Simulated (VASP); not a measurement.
Wanted: the native input for a VASP 6.6.1 run.

```yaml
Task: relaxation of cell and atoms
Functional: r2SCAN
Potentials_or_basis: VASP PAW PBE potentials, release 64 (Si)
Cutoff: 600 eV
k_mesh: 8 × 8 × 8
Occupations: gaussian, width 0.01 eV
Spin: no spin polarisation
Target_pressure: 1 GPa
Dipole_correction: no
Further_INCAR_settings: ALGO = Normal; EDIFF = 1e-06; IBRION = 2; EDIFFG = -0.002; NSW = 100; ISIF = 3
```

The system is Si.

```
CELL_PARAMETERS angstrom
0.00000 2.72209 2.72209
2.72209 0.00000 2.72209
2.72209 2.72209 0.00000
ATOMIC_POSITIONS crystal
Si 0.25000 0.25000 0.25000
Si 0.00000 0.00000 0.00000
```

These files were run (other wordings do the same):

POSCAR

```
Si
1.0
    0.0000000000      2.7220875855      2.7220875855
    2.7220875855      0.0000000000      2.7220875855
    2.7220875855      2.7220875855      0.0000000000
Si
2
Direct
    0.2500000000      0.2500000000      0.2500000000
    0.0000000000      0.0000000000      0.0000000000
```

INCAR.step1

```
SYSTEM = Si
  PREC = Accurate
  ENCUT = 600
  ISMEAR = 0
  SIGMA = 0.01
  LREAL = .FALSE.
  LASPH = .TRUE.
  NELM = 100
  GGA = PE
  ALGO = Normal
  EDIFF = 1E-4
  LWAVE = .TRUE.
  LCHARG = .FALSE.
```

INCAR.step2

```
SYSTEM = Si
  PREC = Accurate
  ENCUT = 600
  EDIFF = 1E-6
  ISMEAR = 0
  SIGMA = 0.01
  LREAL = .FALSE.
  LASPH = .TRUE.
  NELM = 100
  ALGO = Normal
  ISIF = 3
  LWAVE = .FALSE.
  LCHARG = .FALSE.
  METAGGA = R2SCAN
  LMIXTAU = .TRUE.
  IBRION = 2
  NSW = 100
  EDIFFG = -0.002
  PSTRESS = 10.0
  ISTART = 1
```

KPOINTS

```
regular mesh
0
G
  8 8 8
  0 0 0
```

Potentials or basis: VASP PAW PBE potentials, release 64 (Si).

Launch:

```console
$ cat potpaw_PBE.64/Si/POTCAR > POTCAR
$ cp INCAR.step1 INCAR
$ mpirun -np 1 vasp_std > vasp.out
$ cp INCAR.step2 INCAR
$ mpirun -np 1 vasp_std > vasp.out
```

Results of the run:

```json
{
 "Relaxed volume": "19.92 Å³/atom",
 "Relaxed cell": "a = 3.834 Å, b = 3.834 Å, c = 3.834 Å, α = 60.00°, β = 60.00°, γ = 60.00°",
 "Space group after relaxing (to 0.05 Å)": "Fd-3m (No. 227)",
 "Energy change on relaxing (the enthalpy is what falls)": "+0.6 meV/atom",
 "Ionic steps": "3",
 "Pressure after relaxing": "1.0 GPa",
 "Band gap on the k mesh": "0.81 eV, indirect (least direct gap 2.76 eV)"
}
```

Caveat: the cell is relaxed towards a set pressure, so the enthalpy falls and the energy may rise; the PAW data sets were made with another functional, which shifts forces and pressure a little.

Run time: 70 s on 1 thread of Intel(R) Xeon(R) Platinum 8488C (Sapphire Rapids), with other jobs on the host, peak memory 0.18 GiB.
